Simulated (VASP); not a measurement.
Here is a VASP 6.6.1 calculation.

Contents of INCAR:

```
SYSTEM = LiC4
PREC = Accurate
ENCUT = 910
EDIFF = 1E-7
ISMEAR = 0
SIGMA = 0.1
LREAL = .FALSE.
LASPH = .TRUE.
NELM = 120
ALGO = Normal
ISIF = 3
LWAVE = .FALSE.
LCHARG = .FALSE.
GGA = PE
IBRION = 2
NSW = 90
EDIFFG = -0.04
GGA_COMPAT = .FALSE.
NELMIN = 4
```

File KPOINTS:

```
Automatic mesh
0
G
  4 4 6
  0 0 0
```

The input POSCAR:

```
LiC4
1.0
    3.7160365700     -3.7160365700      0.0000000000
    3.7160365700      3.7160365700      0.0000000000
    0.0000000000      0.0000000000      3.4159250600
Li C
1 4
Direct
    0.0000000000      0.0000000000      0.0000000000
    0.6950000000      0.3050000000      0.0000000000
    0.3050000000      0.6950000000      0.0000000000
    0.8050000000      0.8050000000      0.5000000000
    0.1950000000      0.1950000000      0.5000000000
```

Potentials or basis: VASP PAW PBE potentials, release 64 (Li_sv, C_h).

Launch:

```console
$ cat potpaw_PBE.64/Li_sv/POTCAR potpaw_PBE.64/C_h/POTCAR > POTCAR
$ mpirun -np 1 vasp_std > vasp.out
```

Q: What does it give for the relaxed cell?

A: a = 3.962 Å, b = 3.962 Å, c = 3.083 Å, α = 90.00°, β = 90.00°, γ = 98.24°.

Q: What does it give for the space group after relaxing (to 0.1 Å)?

A: Cmmm (No. 65).

Q: What does it give for the band gap on the k mesh?

A: Zero (an odd number of electrons rules out a gap without spin polarisation).

Q: Estimate the relaxed volume.

A: 9.58 Å³/atom.

Forces on the atoms (eV/Å):
```
Li   0.000  0.000  0.000
C    0.000  0.004  0.000
C    0.000 -0.004  0.000
C    0.034  0.000  0.000
C   -0.034  0.000  0.000
```

Caveat: the cell differs from its parent crystal (atoms taken out); the cutoff is under 1.25 times the usual one of these potentials, so pressure, stress and relaxed cells hold a basis-set (Pulay) error; the volume moved by over 15 % at a fixed basis, so the end points are rough.
